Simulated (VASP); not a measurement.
TiO2:

```xyz
6
Lattice="4.5922 0.0000 0.0000 0.0000 4.5922 0.0000 0.0000 0.0000 2.9574" Properties=species:S:1:pos:R:3 pbc="T T T"
Ti    0.0000    0.0000    0.0000
Ti    2.2961    2.2961    1.4787
O     1.4004    1.4004    0.0000
O     0.8957    3.6965    1.4787
O     3.1918    3.1918    0.0000
O     3.6965    0.8957    1.4787
```

```yaml
Program: VASP 6.6.1
Task: relaxation of cell and atoms
Functional: PBE
Potentials_or_basis: VASP PAW PBE potentials, release 64 (Ti_sv, O)
Cutoff: 600 eV
k_mesh: 4 × 4 × 6
Occupations: gaussian, width 0.1 eV
Spin: no spin polarisation
Hubbard_terms: Ti d U = 4.0 eV
```

At the start: pressure 13.3 GPa; volume 10.39 Å³/atom.

Question: Where does the relaxation end?

Answer: Over 5 steps the energy falls by 23.1 meV/atom and the volume is 10.96 Å³/atom (+5.4 %); space group P4_2/mnm (No. 136, to 0.1 Å) before and after.

The path:
```
step  energy change (eV)  largest force (eV/Å)  pressure (GPa)  volume (Å³)
   1              0.0000                0.2500           13.34        62.37
   2              0.0982                0.4594          -13.73        70.50
   3             -0.1371                0.1226           -0.05        65.72
   4             -0.1371                0.1163            0.17        65.65
   5             -0.1387                0.0258            0.09        65.76
```

Final structure:
```
CELL_PARAMETERS angstrom
4.66620 0.00000 0.00000
0.00000 4.66620 0.00000
0.00000 0.00000 3.02027
ATOMIC_POSITIONS crystal
Ti 0.00000 0.00000 0.00000
Ti 0.50000 0.50000 0.50000
O 0.30490 0.30490 0.00000
O 0.19510 0.80490 0.50000
O 0.69510 0.69510 0.00000
O 0.80490 0.19510 0.50000
```

Caveat: the relaxation stopped at a loose force limit of 0.05 eV/Å, so its end isn't a converged minimum.
